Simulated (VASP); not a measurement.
Set up this calculation in VASP 6.6.1, as the native input.

```
Task                   : single point
Functional             : PBE
Potentials or basis    : VASP PAW PBE potentials, release 64 (Tl_d)
Cutoff                 : 520 eV
k mesh                 : 14 × 14 × 14
Occupations            : gaussian, width 0.05 eV
Spin                   : non-collinear spin, zero start, spin-orbit coupling
Starting moments       : [[0.0, 0.0, 0.0]] μB
Dipole correction      : no
Further INCAR settings : ALGO = Normal; EDIFF = 1e-06; NBANDS = 24
```

The structure of Tl lies in POSCAR:

```
Tl
1.0
   -1.9749135904      1.9749135904      1.9749135904
    1.9749135904     -1.9749135904      1.9749135904
    1.9749135904      1.9749135904     -1.9749135904
Tl
1
Direct
    0.0000000000      0.0000000000      0.0000000000
```

The input as run:

INCAR

```
SYSTEM = Tl
PREC     = Accurate       ! precision mode
ENCUT    = 520            ! plane-wave cutoff, eV
EDIFF    = 1E-6           ! SCF threshold, eV
ISMEAR   = 0              ! smearing method
SIGMA    = 0.05           ! smearing width, eV
LREAL    = .False.        ! projectors in reciprocal space
LASPH    = .True.         ! aspherical terms in the spheres
NELM     = 150            ! most SCF steps
ALGO     = Normal         ! electronic algorithm
ISIF     = 2              ! what is computed and relaxed
LWAVE    = .False.        ! write WAVECAR
LCHARG   = .True.         ! write CHGCAR
MAGMOM   = 0 0 0          ! initial moments
LORBIT   = 11             ! projections on sites
LSORBIT  = .True.         ! spin-orbit coupling
GGA_COMPAT= .False.      
LORBMOM  = .True.       
GGA      = PE             ! functional
LVHAR    = .True.       
NBANDS   = 24             ! bands
```

KPOINTS

```
Automatic mesh
0
Gamma
  14 14 14
  0 0 0
```

Potentials or basis: VASP PAW PBE potentials, release 64 (Tl_d).

The run is started by

```sh
$ cat potpaw_PBE.64/Tl_d/POTCAR > POTCAR
$ mpirun -np 1 vasp_ncl > vasp.out
```

Results of the run:

The pressure is 0.1 GPa, the net moment is 0.00 μB per cell and the valence electrons inside the program's atomic spheres are Tl 11.20.

It took 3.7 min on 1 thread of AMD EPYC 7R13, with other jobs on the host, peak memory 0.28 GiB.
